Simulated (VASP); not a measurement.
# LiBe16 (a cell with a defect) in VASP: single point with PBE

Aim: the single point of LiBe16 (a cell with a defect) with PBE.

All numbers are computed with VASP 6.6.1; they aren't measurements. Logs are shortened: lines on timing, memory, paths and dates and some standing lists are left out, and cuts for length are marked.

## Step 1: The cell of the first run

The cell holds a defect, 17 atoms: a = 4.580 Å, b = 3.966 Å, c = 7.177 Å, α = 90.00°, β = 90.00°, γ = 90.00°.

## Step 2: Single point, PBE

The input, INCAR:

```
ALGO     = Normal         # electronic algorithm
EDIFF    = 1E-7           # SCF threshold, eV
ENCUT    = 520            # plane-wave cutoff, eV
GGA      = PE             # functional
ISIF     = 2              # what is computed and relaxed
ISMEAR   = -1             # smearing method
LASPH    = T              # aspherical terms in the spheres
LCHARG   = F              # write CHGCAR
LREAL    = Auto         
LWAVE    = F              # write WAVECAR
NBANDS   = 32             # bands
NELM     = 80             # most SCF steps
PREC     = Accurate       # precision mode
SIGMA    = 0.05           # smearing width, eV
```

The input, KPOINTS:

```
k-points
0
Gamma
  5 5 3
```

The input, POSCAR:

```
LiBe16
1.0
   -2.2900000000     -3.9663960000      0.0000000000
    3.4350000000     -1.9831980000      0.0000000000
    0.0000000000      0.0000000000      7.1768600000
Be Li
16 1
Direct
    0.7440169975      0.4900130784     -0.0117264375
    0.4980305968      0.3295391751      0.2223051585
    0.7225982232      0.4462823671      0.4559183264
    0.4953786381      0.3702873599      0.7223978174
    0.5022533815      0.0034722689      0.0133753480
    0.2567878655      0.8424396542      0.2468475071
    0.5052135474     -0.0372020310      0.5131656463
    0.2781182098      0.8863547891      0.7793404079
    0.2512936606      0.4908339106     -0.0194679846
    0.0038712732      0.3486868168      0.2285835310
    0.2866552151      0.4734141026      0.4521007794
   -0.0172161947      0.2656937159      0.7586990690
   -0.0031355429     -0.0158638699      0.0066088791
    0.7493924337      0.8421140242      0.2549095287
    0.0180615491      0.0666387037      0.4759934010
    0.7131600927      0.8603597124      0.7839450679
   -0.0006261290      0.6669523041      0.6180675114
```

Potentials or basis: VASP PAW PBE potentials, release 64 (Be, Li_sv).

On the command line:

```
> cat potpaw_PBE.64/Be/POTCAR potpaw_PBE.64/Li_sv/POTCAR > POTCAR
> mpirun -np 1 vasp_std > vasp.out
```

OUTCAR:

```text
EDIFF = 1E-7
   ENCUT = 520
   GGA = PE
   ISIF = 2
   ISMEAR = -1
   LASPH = T
   LREAL = Auto
   NELM = 80
   PREC = Accurate

 ion  position               nearest neighbor table
   1  0.744  0.490  0.988-  16 2.08   2 2.12  12 2.17  10 2.17   5 2.23   9 2.26   4 2.27  13 2.28
                            13 2.32   9 2.32   5 2.33  14 2.37
   2  0.498  0.330  0.222-   5 1.98  11 2.00   3 2.02   1 2.12   9 2.17   6 2.23  14 2.26  10 2.26
                            10 2.32   6 2.32  14 2.35
   3  0.723  0.446  0.456-  17 1.93  11 2.00   2 2.02  15 2.03  10 2.11  14 2.14   4 2.20   7 2.20
                             7 2.31
   4  0.495  0.370  0.722-   3 2.20   8 2.20  11 2.20   7 2.21   9 2.22  16 2.23   1 2.27  12 2.29
                            16 2.30   8 2.31
   5  0.502  0.003  0.013-   2 1.98  16 1.99   8 2.02   6 2.12  14 2.17   1 2.23   9 2.26  13 2.27
                            13 2.32   1 2.33   9 2.35
   6  0.257  0.842  0.247-  11 2.08   5 2.12  15 2.17  13 2.17   2 2.23  14 2.26   7 2.28  10 2.28
                             2 2.32  10 2.32  14 2.32   9 2.37
   7  0.505  0.963  0.513-   8 2.20   3 2.20  16 2.20   4 2.21  14 2.22  11 2.23   6 2.28  15 2.28
                            11 2.30   3 2.31
   8  0.278  0.886  0.779-  17 1.93  16 2.00   5 2.02  12 2.03  13 2.11   9 2.14   7 2.20   4 2.20
                             4 2.31
   9  0.251  0.491  0.981-   8 2.14   2 2.17  10 2.18  12 2.20   4 2.22   1 2.26   5 2.26  13 2.29
[... 7 lines left out ...]
  13  0.997  0.984  0.007-  12 2.10   8 2.11  16 2.12  10 2.15   6 2.17  14 2.19   5 2.27   1 2.28
                             9 2.29   5 2.32   1 2.32   9 2.33
  14  0.749  0.842  0.255-   3 2.14   5 2.17  13 2.19  15 2.20   7 2.22   6 2.26   2 2.26  10 2.29
                             6 2.32  10 2.33   2 2.35   1 2.37
  15  0.018  0.067  0.476-  17 1.89   3 2.03  11 2.04  10 2.10   6 2.17  12 2.18  14 2.20   7 2.28

  16  0.713  0.860  0.784-  17 1.93   5 1.99   8 2.00  12 2.04   1 2.08  13 2.12   7 2.20   4 2.23
                             4 2.30
  17  0.999  0.667  0.618-  12 1.89  15 1.89  16 1.93   8 1.93   3 1.93  11 1.93

  LATTYP: Found a simple orthorhombic cell.
 ALAT       =     3.9663962620
 B/A-ratio  =     1.1547004875
 C/A-ratio  =     1.8094157835

  Lattice vectors:

 A1 = (  -3.4350000000,   1.9831980000,   0.0000000000)
 A2 = (  -2.2900000000,  -3.9663960000,   0.0000000000)
 A3 = (   0.0000000000,   0.0000000000,   7.1768600000)

Analysis of symmetry for initial positions (statically):
=====================================================================
 Subroutine PRICEL returns:
 Original cell was already a primitive cell.

 Routine SETGRP: Setting up the symmetry group for a
 simple orthorhombic supercell.

 Subroutine GETGRP returns: Found  1 space group operations
 (whereof  1 operations were pure point group operations)
 out of a pool of  8 trial point group operations.

The static configuration has the point symmetry C_1 .

Analysis of symmetry for dynamics (positions and initial velocities):
=====================================================================
 Subroutine PRICEL returns:
 Original cell was already a primitive cell.

 Routine SETGRP: Setting up the symmetry group for a
 simple orthorhombic supercell.

 Subroutine GETGRP returns: Found  1 space group operations
 (whereof  1 operations were pure point group operations)
 out of a pool of  8 trial point group operations.

The dynamic configuration has the point symmetry C_1 .

 Subroutine INISYM returns: Found  1 space group operations
 (whereof  1 operations are pure point group operations),
 and found     1 'primitive' translations

----------------------------------------------------------------------------------------

                                     Primitive cell

  volume of cell :     130.3755

  direct lattice vectors                    reciprocal lattice vectors
    -2.290000000 -3.966396000  0.000000000    -0.109170306 -0.189088533  0.000000000
     3.435000000 -1.983198000  0.000000000     0.218340611 -0.126059022  0.000000000
     0.000000000  0.000000000  7.176860000     0.000000000  0.000000000  0.139336702

  length of vectors
     4.579999697  3.966396262  7.176860000     0.218340626  0.252118027  0.139336702

  position of ions in fractional coordinates (direct lattice)
     0.744016997  0.490013078  0.988273562
     0.498030597  0.329539175  0.222305158
     0.722598223  0.446282367  0.455918326
     0.495378638  0.370287360  0.722397817
     0.502253381  0.003472269  0.013375348
     0.256787866  0.842439654  0.246847507
[... 9 lines left out ...]
     0.713160093  0.860359712  0.783945068
     0.999373871  0.666952304  0.618067511

  ion indices of the primitive-cell ions
   primitive index   ion index
                 1           1
                 2           2
                 3           3
                 4           4
                 5           5
                 6           6
[... 9 lines left out ...]
                16          16
                17          17

----------------------------------------------------------------------------------------

 KPOINTS: k-points

Automatic generation of k-mesh.
 Grid dimensions read from file:
 generate k-points for:    5    5    3

 Generating k-lattice:

  Cartesian coordinates                     Fractional coordinates (reciprocal lattice)
    -0.021834061 -0.037817707  0.000000000     0.200000000  0.000000000  0.000000000
     0.043668122 -0.025211804  0.000000000     0.000000000  0.200000000  0.000000000
     0.000000000  0.000000000  0.046445567     0.000000000  0.000000000  0.333333333

  Length of vectors
     0.043668125  0.050423605  0.046445567

  Shift w.r.t. Gamma in fractional coordinates (k-lattice)
     0.000000000  0.000000000  0.000000000

 Subroutine IBZKPT returns following result:
 ===========================================

 Found     38 irreducible k-points:

 Following reciprocal coordinates:
            Coordinates               Weight
  0.000000  0.000000  0.000000      1.000000
  0.200000  0.000000  0.000000      2.000000
  0.400000  0.000000  0.000000      2.000000
  0.000000  0.200000  0.000000      2.000000
  0.200000  0.200000  0.000000      2.000000
 -0.200000  0.200000  0.000000      2.000000
[... 16 lines left out ...]
  0.200000 -0.200000 -0.333333      2.000000
 -0.200000 -0.200000  0.333333      2.000000
 [... further k-points ...]
   k-points           NKPTS =     38   k-points in BZ     NKDIM =     38   number of bands    NBANDS=     32
   number of dos      NEDOS =    301   number of ions     NIONS =     17
   total plane-waves  NPLWV =  58320
   dimension x,y,z NGX =    36 NGY =   30 NGZ =   54
   dimension x,y,z NGXF=    72 NGYF=   60 NGZF=  108
   ions per type =              16   1
   NGX,Y,Z   is equivalent  to a cutoff of  13.07, 12.57, 12.51 a.u.
   NGXF,Y,Z  is equivalent  to a cutoff of  26.13, 25.15, 25.02 a.u.
 SYSTEM =  unknown system
   PREC   = accura    normal or accurate (medium, high low for compatibility)
   ISTART =      0    job   : 0-new  1-cont  2-samecut
   ICHARG =      2    charge: 1-file 2-atom 10-const
   ISPIN  =      1    spin polarized calculation?
   LNONCOLLINEAR =      F non collinear calculations
   LSORBIT =      F    spin-orbit coupling
   LASPH  =      T    aspherical Exc in radial PAW
   ENCUT  =  520.0 eV  38.22 Ry    6.18 a.u.   8.52  7.37 13.34*2*pi/ulx,y,z
   NELM   =     80;   NELMIN=  2; NELMDL= -5     # of ELM steps
   EDIFF  = 0.1E-06   stopping-criterion for ELM
   LREAL  =      T    real-space projection
   EDIFFG = 0.1E-05   stopping-criterion for IOM
   NSW    =      0    number of steps for IOM
   IBRION =     -1    ionic relax: 0-MD 1-quasi-New 2-CG
   NFREE  =      0    steps in history (QN), initial steepest desc. (CG)
   ISIF   =      2    stress and relaxation
   ISYM   =      2    0-nonsym 1-usesym 2-fastsym
   POTIM  = 0.5000    time-step for ionic-motion
   TEBEG  =    0.0;   TEEND  =   0.0 temperature during run
   PSTRESS=    0.0 pullay stress
   NELECT =      35.0000    total number of electrons
   NUPDOWN=      -1.0000    fix difference up-down
   EMIN   =  10.00;   EMAX   =-10.00  energy-range for DOS
   EFERMI =   0.00;   METHOD = LEGACY
   ISMEAR =    -1;   SIGMA  =   0.05  broadening in eV -4-tet -1-fermi 0-gaus
   EFERMI_NEDOS =   21; number of points for ismear=-14 and -15
   IALGO  =     38    algorithm
   IMIX   =      4    mixing-type and parameters
     AMIX     =   0.40;   BMIX     =  1.00
     AMIX_MAG =   1.60;   BMIX_MAG =  1.00
  volume/ion in A,a.u.               =       7.67        51.75
  Fermi-wavevector in a.u.,A,eV,Ry     =   1.056085  1.995711 15.174786  1.115315
  Thomas-Fermi vector in A             =   2.191307
   LORBIT       =      0    0 simple, 1 ext, 2 COOP (PROOUT), +10 PAW based schemes
   GGA     = PE    functional components
   LHFCALC =     F    Hartree Fock is set to
   AEXX    =    0.0000 exact exchange contribution
   IVDW    =     0    specifies the selected vdW correction
   LEPSILON=     F    determine dielectric tensor
   LRPA    =     F    only Hartree local field effects (RPA)
 non-spin polarized calculation
  energy-cutoff  :      520.00
  volume of cell :      130.38
 maximum number of plane-waves:      3529
 NGX is ok and might be reduce to    36
   NGX = 17   NGY = 15   NGZ = 27

 number of electron      34.9999999 magnetization

 Free energy of the ion-electron system (eV)
  ---------------------------------------------------
  ext. energy  EPLUGINS =         0.00000000
  ---------------------------------------------------
  free energy    TOTEN  =       -56.73812464 eV

  energy without entropy =      -56.72307847  energy(sigma->0) =      -56.73060156

 E-fermi :   7.2197     XC(G=0): -10.6559

 val. band max:        7.2154232454   @ k =   0.0000   0.0000   0.3333
 cond. band min:       7.2333297936   @ k =   0.4000   0.2000   0.0000
 fundamental gap:      0.0179065482
 Fermi energy:         7.2197183788

 k-point     1 :       0.0000    0.0000    0.0000
  band No.  band energies     occupation
      1     -39.2690      2.00000
      2      -4.0800      2.00000
      3      -2.1839      2.00000
      4      -1.7159      2.00000
      5       0.9951      2.00000
      6       1.1743      2.00000
[... 757 lines left out ...]
     28      11.9547      0.00000
     29      12.5741      0.00000

 [... further k-points ...]

 [bands above 29 left out]

------------------------ aborting loop because EDIFF is reached ----------------------------------------

  FORCE on cell =-STRESS in cart. coord.  units (eV):
  Direction    XX          YY          ZZ          XY          YZ          ZX
  --------------------------------------------------------------------------------------
  -------------------------------------------------------------------------------------
  Total        7.6040707      8.5275603     14.6856013     -0.2194922      0.7681935      1.6150556
  in kB       93.4459971    104.7947096    180.4705291     -2.6973279      9.4402865     19.8473273
  external PRESSURE =     126.2370786 kB  Pullay stress =       0.0000000 kB

 VOLUME and BASIS-vectors are now :
 -----------------------------------------------------------------------------
  energy-cutoff  :      520.00
  volume of cell :      130.38
      direct lattice vectors                 reciprocal lattice vectors
    -2.290000000 -3.966396000  0.000000000    -0.109170306 -0.189088533  0.000000000
     3.435000000 -1.983198000  0.000000000     0.218340611 -0.126059022  0.000000000
     0.000000000  0.000000000  7.176860000     0.000000000  0.000000000  0.139336702

 POSITION                                       TOTAL-FORCE (eV/Angst)
 -----------------------------------------------------------------------------------
     -0.02060     -3.92286      7.09270        -0.020606     -0.026333     -0.015020
     -0.00852     -2.62893      1.59545         0.008842     -0.017403     -0.028267
     -0.12177     -3.75118      3.27206         0.011855      0.007460     -0.015410
      0.13752     -2.69922      5.18455        -0.001130     -0.004818     -0.005568
     -1.13823     -1.99902      0.09599        -0.007694      0.018176      0.028303
      2.30574     -2.68925      1.77159         0.020692      0.031064      0.020974
[... 9 lines left out ...]
      1.32220     -4.53494      5.62626         0.026835     -0.033781     -0.018482
      0.00241     -5.28661      4.43578         0.005144     -0.001437     -0.002113
 -----------------------------------------------------------------------------------
    total drift:                                0.002076     -0.001863     -0.005831

  FREE ENERGIE OF THE ION-ELECTRON SYSTEM (eV)
  ---------------------------------------------------
  free  energy   TOTEN  =       -56.7381246382 eV

  energy  without entropy=      -56.7230784731  energy(sigma->0) =      -56.73060156
```

Run time: 6.8 min. Hardware: 1 thread of Oxide Virtual Turin-like, shared host; peak memory 0.23 GiB.

Results:

| Property | Result |
| --- | --- |
| Free energy | -56.7381 eV |
| Largest force | 0.047 eV/Å |
| Band gap on the k mesh | zero (an odd number of electrons rules out a gap without spin polarisation) |

Forces in eV/Å, atoms in the order of the input:
```
Be  -0.021 -0.026 -0.015
Be   0.009 -0.017 -0.028
Be   0.012  0.007 -0.015
Be  -0.001 -0.005 -0.006
Be  -0.008  0.018  0.028
Be   0.021  0.031  0.021
Be  -0.003 -0.003  0.006
Be  -0.017 -0.006  0.018
Be  -0.014 -0.024 -0.011
Be   0.007  0.019 -0.006
Be  -0.025  0.033  0.018
Be  -0.013 -0.012 -0.013
Be  -0.005 -0.015  0.004
Be   0.018  0.028  0.009
Be   0.008  0.007  0.011
Be   0.027 -0.034 -0.018
Li   0.005 -0.001 -0.002
```

Caveat: the cutoff is under 1.25 times the usual one of these potentials, so pressure, stress and relaxed cells hold a basis-set (Pulay) error.
